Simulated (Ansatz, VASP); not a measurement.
## BaS in VASP and in Ansatz

INCAR

```
PREC = Accurate
ENCUT = 600
EDIFF = 1E-6
ISMEAR = -1
SIGMA = 0.05
LREAL = F
LASPH = T
NELM = 60
ALGO = Normal
ISIF = 3
LWAVE = F
LCHARG = F
GGA = PS
IVDW = 12
IBRION = 2
NSW = 80
EDIFFG = -0.005
```

KPOINTS

```
regular mesh
0
Gamma
  7 7 7
```

The input POSCAR:

```
BaS
1.0
    0.0000000000      3.1937500000      3.1937500000
    3.1937500000      0.0000000000      3.1937500000
    3.1937500000      3.1937500000      0.0000000000
Ba S
1 1
Direct
    0.0000000000      0.0000000000      0.0000000000
    0.5000000000      0.5000000000      0.5000000000
```

File input.yaml:

```yaml
crystal:
  lattice:
    - [0.0, 3.19375, 3.19375]
    - [3.19375, 0.0, 3.19375]
    - [3.19375, 3.19375, 0.0]
  atoms:
    - { symbol: Ba, position: [0.0, 0.0, 0.0] }
    - { symbol: S, position: [0.5, 0.5, 0.5] }
kpoints:
  mp_grid: { grid: [7, 7, 7] }
scf:
  occupations: { method: fermi_dirac, width: 0.05 }
hamiltonian:
  xc: pbesol
  dispersion: d3bj
  pseudopotentials: { kind: all_electron, lapw: { basis_error: 0.001 } }
output:
  forces: true
  stress: true
relax:
  f_tol: 0.005
  max_steps: 60
  cell: {}
```

Alike in both runs: task relaxation of cell and atoms; functional PBEsol; dispersion D3(BJ); k mesh 7 × 7 × 7; occupations fermi-dirac, width 0.05 eV; no spin polarisation.

|  | VASP | Ansatz |
| --- | --- | --- |
| version | VASP 6.6.1 | Ansatz 0.2.0 |
| potentials or method | VASP PAW PBE potentials, release 64 (Ba_sv, S), cutoff 600 eV | all-electron LAPW, scalar-relativistic |

VASP gave:

- relaxed volume (Å³/atom): 31.10
- relaxed cell length with the largest relative difference (Å): 4.448

**Question.** Which values does Ansatz return?

**Answer.** Relaxed volume (Å³/atom): 30.63; relaxed cell length with the largest relative difference (Å): 4.425.

VASP's potentials were made for PBE, not for PBEsol. Ansatz ran all-electron here, and VASP with PAW potentials.

Neither program's run includes spin-orbit coupling.
